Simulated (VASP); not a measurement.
# GeSe (Pnma) in VASP: single point with r2SCAN

Aim: the single point of GeSe with r2SCAN.

Program: VASP 6.6.1. These are calculated values, not measurements. Logs are shortened: lines on timing, memory, paths and dates and some standing lists are left out, and cuts for length are marked.

**1. The cell of the first run**

Symmetry: Pnma, No. 62, orthorhombic system. The conventional cell has a = 10.785 Å, b = 3.819 Å, c = 4.376 Å, α = 90.00°, β = 90.00°, γ = 90.00°. Within 3.4 Å of Se (site symmetry m) lie 6 Ge at 2.56 to 3.35 Å. Ge (site symmetry m) has 6 Se at 2.56 to 3.35 Å and 2 Ge at 3.38 Å within 3.4 Å.

**2. Single point, r2SCAN**

The input, POSCAR:

```
GeSe
1.0
   10.7854140000      0.0000000000      0.0000000000
    0.0000000000      3.8186520000      0.0000000000
    0.0000000000      0.0000000000      4.3760920000
Se Ge
4 4
Direct
    0.1465000000      0.7500000000      0.4976000000
    0.3535000000      0.2500000000      0.9976000000
    0.6465000000      0.7500000000      0.0024000000
    0.8535000000      0.2500000000      0.5024000000
    0.3789900000      0.7500000000      0.6113000000
    0.1210100000      0.2500000000      0.1113000000
    0.8789900000      0.7500000000      0.8887000000
    0.6210100000      0.2500000000      0.3887000000
```

The input, INCAR.step1:

```
SYSTEM = GeSe
  ALGO = Normal
  EDIFF = 1E-5
  ENCUT = 550
  GGA = PE
  GGA_COMPAT = .FALSE.
  ISMEAR = 0
  LASPH = .TRUE.
  LCHARG = .FALSE.
  LREAL = .FALSE.
  LWAVE = .TRUE.
  NBANDS = 50
  NELM = 120
  PREC = Accurate
  SIGMA = 0.0604
```

The input, INCAR.step2:

```
SYSTEM = GeSe
  ALGO = Normal
  EDIFF = 1E-6
  ENCUT = 550
  GGA_COMPAT = .FALSE.
  ISIF = 2
  ISMEAR = 0
  ISTART = 1
  LASPH = .TRUE.
  LCHARG = .TRUE.
  LELF = .TRUE.
  LMIXTAU = .TRUE.
  LREAL = .FALSE.
  LVHAR = .TRUE.
  LWAVE = .FALSE.
  METAGGA = R2SCAN
  NBANDS = 50
  NELM = 120
  PREC = Accurate
  SIGMA = 0.0604
```

The input, KPOINTS:

```
k-points
0
G
  3 7 6
  0 0 0
```

Potentials or basis: VASP PAW PBE potentials, release 64 (Se, Ge_d).

Started as:

```sh
> cat potpaw_PBE.64/Se/POTCAR potpaw_PBE.64/Ge_d/POTCAR > POTCAR
> cp INCAR.step1 INCAR
> mpirun -np 1 vasp_std > vasp.out
> cp INCAR.step2 INCAR
> mpirun -np 1 vasp_std > vasp.out
```

OUTCAR:

```text
SYSTEM = GeSe
   EDIFF = 1E-6
   ENCUT = 550
   ISIF = 2
   ISMEAR = 0
   ISTART = 1
   LASPH = .TRUE.
   LREAL = .FALSE.
   METAGGA = R2SCAN
   NELM = 120
   PREC = Accurate

 ion  position               nearest neighbor table
   1  0.147  0.750  0.498-   5 2.56   6 2.56   6 2.56
   2  0.353  0.250  0.998-   6 2.56   5 2.56   5 2.56
   3  0.647  0.750  0.002-   7 2.56   8 2.56   8 2.56
   4  0.853  0.250  0.502-   8 2.56   7 2.56   7 2.56
   5  0.379  0.750  0.611-   1 2.56   2 2.56   2 2.56
   6  0.121  0.250  0.111-   2 2.56   1 2.56   1 2.56
   7  0.879  0.750  0.889-   3 2.56   4 2.56   4 2.56
   8  0.621  0.250  0.389-   4 2.56   3 2.56   3 2.56

  LATTYP: Found a simple orthorhombic cell.
 ALAT       =     3.8186520000
 B/A-ratio  =     1.1459782143
 C/A-ratio  =     2.8244034806

  Lattice vectors:

 A1 = (   0.0000000000,   3.8186520000,   0.0000000000)
 A2 = (   0.0000000000,   0.0000000000,   4.3760920000)
 A3 = (  10.7854140000,   0.0000000000,   0.0000000000)

Analysis of symmetry for initial positions (statically):
=====================================================================
 Subroutine PRICEL returns:
 Original cell was already a primitive cell.

 Routine SETGRP: Setting up the symmetry group for a
 simple orthorhombic supercell.

 Subroutine GETGRP returns: Found  8 space group operations
 (whereof  2 operations were pure point group operations)
 out of a pool of  8 trial point group operations.

The static configuration has the point symmetry S_2 .
 The point group associated with its full space group is D_2h.

Analysis of symmetry for dynamics (positions and initial velocities):
=====================================================================
 Subroutine PRICEL returns:
 Original cell was already a primitive cell.

 Routine SETGRP: Setting up the symmetry group for a
 simple orthorhombic supercell.

 Subroutine GETGRP returns: Found  8 space group operations
 (whereof  2 operations were pure point group operations)
 out of a pool of  8 trial point group operations.

The dynamic configuration has the point symmetry S_2 .
 The point group associated with its full space group is D_2h.

 Subroutine INISYM returns: Found  8 space group operations
 (whereof  2 operations are pure point group operations),
 and found     1 'primitive' translations

----------------------------------------------------------------------------------------

                                     Primitive cell

  volume of cell :     180.2326

  direct lattice vectors                    reciprocal lattice vectors
    10.785414000  0.000000000  0.000000000     0.092717813  0.000000000  0.000000000
     0.000000000  3.818652000  0.000000000     0.000000000  0.261872514  0.000000000
     0.000000000  0.000000000  4.376092000     0.000000000  0.000000000  0.228514391

  length of vectors
    10.785414000  3.818652000  4.376092000     0.092717813  0.261872514  0.228514391

  position of ions in fractional coordinates (direct lattice)
     0.146500000  0.750000000  0.497600000
     0.353500000  0.250000000  0.997600000
     0.646500000  0.750000000  0.002400000
     0.853500000  0.250000000  0.502400000
     0.378990000  0.750000000  0.611300000
     0.121010000  0.250000000  0.111300000
     0.878990000  0.750000000  0.888700000
     0.621010000  0.250000000  0.388700000

  ion indices of the primitive-cell ions
   primitive index   ion index
                 1           1
                 2           2
                 3           3
                 4           4
                 5           5
                 6           6
                 7           7
                 8           8

----------------------------------------------------------------------------------------

 KPOINTS: k-points

Automatic generation of k-mesh.
 Grid dimensions read from file:
 generate k-points for:    3    7    6

 Generating k-lattice:

  Cartesian coordinates                     Fractional coordinates (reciprocal lattice)
     0.030905938  0.000000000  0.000000000     0.333333333  0.000000000  0.000000000
     0.000000000  0.037410359  0.000000000     0.000000000  0.142857143  0.000000000
     0.000000000  0.000000000  0.038085732     0.000000000  0.000000000  0.166666667

  Length of vectors
     0.030905938  0.037410359  0.038085732

  Shift w.r.t. Gamma in fractional coordinates (k-lattice)
     0.000000000  0.000000000  0.000000000

 Subroutine IBZKPT returns following result:
 ===========================================

 Found     32 irreducible k-points:

 Following reciprocal coordinates:
            Coordinates               Weight
  0.000000  0.000000  0.000000      1.000000
  0.333333  0.000000  0.000000      2.000000
  0.000000  0.142857  0.000000      2.000000
  0.333333  0.142857  0.000000      4.000000
  0.000000  0.285714  0.000000      2.000000
  0.333333  0.285714  0.000000      4.000000
[... 16 lines left out ...]
  0.000000  0.428571  0.333333      4.000000
  0.333333  0.428571  0.333333      8.000000
 [... further k-points ...]
   k-points           NKPTS =     32   k-points in BZ     NKDIM =     32   number of bands    NBANDS=     50
   number of dos      NEDOS =    301   number of ions     NIONS =      8
   total plane-waves  NPLWV =  90720
   dimension x,y,z NGX =    84 NGY =   30 NGZ =   36
   dimension x,y,z NGXF=   168 NGYF=   60 NGZF=   72
   ions per type =               4   4
   NGX,Y,Z   is equivalent  to a cutoff of  12.95, 13.06, 13.68 a.u.
   NGXF,Y,Z  is equivalent  to a cutoff of  25.90, 26.12, 27.35 a.u.
 SYSTEM =  GeSe
   PREC   = accura    normal or accurate (medium, high low for compatibility)
   ISTART =      1    job   : 0-new  1-cont  2-samecut
   ICHARG =      0    charge: 1-file 2-atom 10-const
   ISPIN  =      1    spin polarized calculation?
   LNONCOLLINEAR =      F non collinear calculations
   LSORBIT =      F    spin-orbit coupling
   LASPH  =      T    aspherical Exc in radial PAW
   ENCUT  =  550.0 eV  40.42 Ry    6.36 a.u.  20.62  7.30  8.37*2*pi/ulx,y,z
   NELM   =    120;   NELMIN=  2; NELMDL=  0     # of ELM steps
   EDIFF  = 0.1E-05   stopping-criterion for ELM
   LREAL  =      F    real-space projection
[... 7 lines left out ...]
   TEBEG  =    0.0;   TEEND  =   0.0 temperature during run
   PSTRESS=    0.0 pullay stress
   NELECT =      80.0000    total number of electrons
   NUPDOWN=      -1.0000    fix difference up-down
   EMIN   =  10.00;   EMAX   =-10.00  energy-range for DOS
   EFERMI =   0.00;   METHOD = LEGACY
   ISMEAR =     0;   SIGMA  =   0.06  broadening in eV -4-tet -1-fermi 0-gaus
   EFERMI_NEDOS =   21; number of points for ismear=-14 and -15
   IALGO  =     38    algorithm
   IMIX   =      4    mixing-type and parameters
     AMIX     =   0.40;   BMIX     =  1.00
     AMIX_MAG =   1.60;   BMIX_MAG =  1.00
  volume/ion in A,a.u.               =      22.53       152.03
  Fermi-wavevector in a.u.,A,eV,Ry     =   1.248802  2.359894 21.218385  1.559507
  Thomas-Fermi vector in A             =   2.382872
   LORBIT       =      0    0 simple, 1 ext, 2 COOP (PROOUT), +10 PAW based schemes
   METAGGA = R2SCAN    functional components
   LHFCALC =     F    Hartree Fock is set to
   AEXX    =    0.0000 exact exchange contribution
   IVDW    =     0    specifies the selected vdW correction
   LEPSILON=     F    determine dielectric tensor
   LRPA    =     F    only Hartree local field effects (RPA)
 non-spin polarized calculation
 Gauss-broadening in eV      SIGMA  =   0.06
  energy-cutoff  :      550.00
  volume of cell :      180.23
 maximum number of plane-waves:      5323
 NGX is ok and might be reduce to    84
   NGX = 41   NGY = 15   NGZ = 17

 number of electron      80.0000001 magnetization

 Free energy of the ion-electron system (eV)
  ---------------------------------------------------
  ext. energy  EPLUGINS =         0.00000000
  ---------------------------------------------------
  free energy    TOTEN  =      -114.21798684 eV

  energy without entropy =     -114.21798684  energy(sigma->0) =     -114.21798684

 E-fermi :   4.6425     XC(G=0): -10.6587

 val. band max:        4.3797515997   @ k =   0.0000   0.0000   0.3333
 cond. band min:       5.2161622904   @ k =   0.0000   0.0000   0.0000
 fundamental gap:      0.8364106907
 Fermi energy:         4.6424799800

 k-point     1 :       0.0000    0.0000    0.0000
  band No.  band energies     occupation
      1     -20.9063      2.00000
      2     -20.9023      2.00000
      3     -20.9002      2.00000
      4     -20.8994      2.00000
      5     -20.8984      2.00000
      6     -20.8984      2.00000
[... 42 lines left out ...]
     49       9.6234      0.00000
     50      10.1724      0.00000

 k-point     2 :       0.3333    0.0000    0.0000
  band No.  band energies     occupation
      1     -20.9055      2.00000
      2     -20.9037      2.00000
      3     -20.8999      2.00000
      4     -20.8993      2.00000
      5     -20.8984      2.00000
      6     -20.8975      2.00000
[... 42 lines left out ...]
     49      10.0682      0.00000
     50      10.1325      0.00000

 k-point     3 :       0.0000    0.1429    0.0000
  band No.  band energies     occupation
      1     -20.9047      2.00000
      2     -20.9025      2.00000
      3     -20.9012      2.00000
      4     -20.8996      2.00000
      5     -20.8978      2.00000
      6     -20.8977      2.00000
[... 42 lines left out ...]
     49       8.8365      0.00000
     50       9.7172      0.00000

 k-point     4 :       0.3333    0.1429    0.0000
  band No.  band energies     occupation
      1     -20.9042      2.00000
      2     -20.9031      2.00000
      3     -20.9009      2.00000
      4     -20.9001      2.00000
      5     -20.8981      2.00000
      6     -20.8976      2.00000
[... 999 lines left out ...]
 k-point    23 :       0.0000    0.4286    0.3333
  band No.  band energies     occupation
      1     -20.9073      2.00000
      2     -20.9068      2.00000
      3     -20.9059      2.00000
      4     -20.9056      2.00000
      5     -20.8935      2.00000
      6     -20.8926      2.00000
[... 42 lines left out ...]
     49       9.6601      0.00000
     50       9.7742      0.00000

 k-point    24 :       0.3333    0.4286    0.3333
  band No.  band energies     occupation
      1     -20.9070      2.00000
      2     -20.9067      2.00000
      3     -20.9061      2.00000
      4     -20.9058      2.00000
      5     -20.8932      2.00000
      6     -20.8927      2.00000
[... 42 lines left out ...]
     49       9.7888      0.00000
     50      10.2619      0.00000

 [... further k-points ...]

------------------------ aborting loop because EDIFF is reached ----------------------------------------

  FORCE on cell =-STRESS in cart. coord.  units (eV):
  Direction    XX          YY          ZZ          XY          YZ          ZX
  --------------------------------------------------------------------------------------
  -------------------------------------------------------------------------------------
  Total        2.3665873      2.1609249      2.5612029      0.0000000      0.0000000      0.0000000
  in kB       21.0377735     19.2095377     22.7678076      0.0000000      0.0000000      0.0000000
  external PRESSURE =      21.0050396 kB  Pullay stress =       0.0000000 kB

 VOLUME and BASIS-vectors are now :
 -----------------------------------------------------------------------------
  energy-cutoff  :      550.00
  volume of cell :      180.23
      direct lattice vectors                 reciprocal lattice vectors
    10.785414000  0.000000000  0.000000000     0.092717813  0.000000000  0.000000000
     0.000000000  3.818652000  0.000000000     0.000000000  0.261872514  0.000000000
     0.000000000  0.000000000  4.376092000     0.000000000  0.000000000  0.228514391

 POSITION                                       TOTAL-FORCE (eV/Angst)
 -----------------------------------------------------------------------------------
      1.58006      2.86399      2.17754         0.025601     -0.000000     -0.064035
      3.81264      0.95466      4.36559        -0.025601     -0.000000     -0.064035
      6.97277      2.86399      0.01050         0.025601     -0.000000      0.064035
      9.20535      0.95466      2.19855        -0.025601     -0.000000      0.064035
      4.08756      2.86399      2.67511        -0.056521     -0.000000      0.057015
      1.30514      0.95466      0.48706         0.056521     -0.000000      0.057015
      9.48027      2.86399      3.88903        -0.056521      0.000000     -0.057015
      6.69785      0.95466      1.70099         0.056521     -0.000000     -0.057015
 -----------------------------------------------------------------------------------
    total drift:                                0.000000      0.000000     -0.000000

  FREE ENERGIE OF THE ION-ELECTRON SYSTEM (eV)
  ---------------------------------------------------
  free  energy   TOTEN  =      -114.2179868352 eV

  energy  without entropy=     -114.2179868352  energy(sigma->0) =     -114.21798684
```

It took 7.3 min on 1 thread of Intel Xeon 6975P-C (Granite Rapids), shared host; peak memory 0.46 GiB.

Results:

| Quantity | Value |
| --- | --- |
| Free energy | -114.2180 eV |
| Pressure | 2.1 GPa |
| Largest force | 0.080 eV/Å |
| Band gap on the k mesh | 0.84 eV (least direct gap 0.98 eV) |

Forces on the atoms (eV/Å):
```
Se   0.026  0.000 -0.064
Se  -0.026  0.000 -0.064
Se   0.026  0.000  0.064
Se  -0.026  0.000  0.064
Ge  -0.057  0.000  0.057
Ge   0.057  0.000  0.057
Ge  -0.057  0.000 -0.057
Ge   0.057  0.000 -0.057
```

Caveat: the PAW data sets were made with another functional, which shifts forces and pressure a little; an odd mesh through Γ misses points on the zone boundary, where band edges can lie.
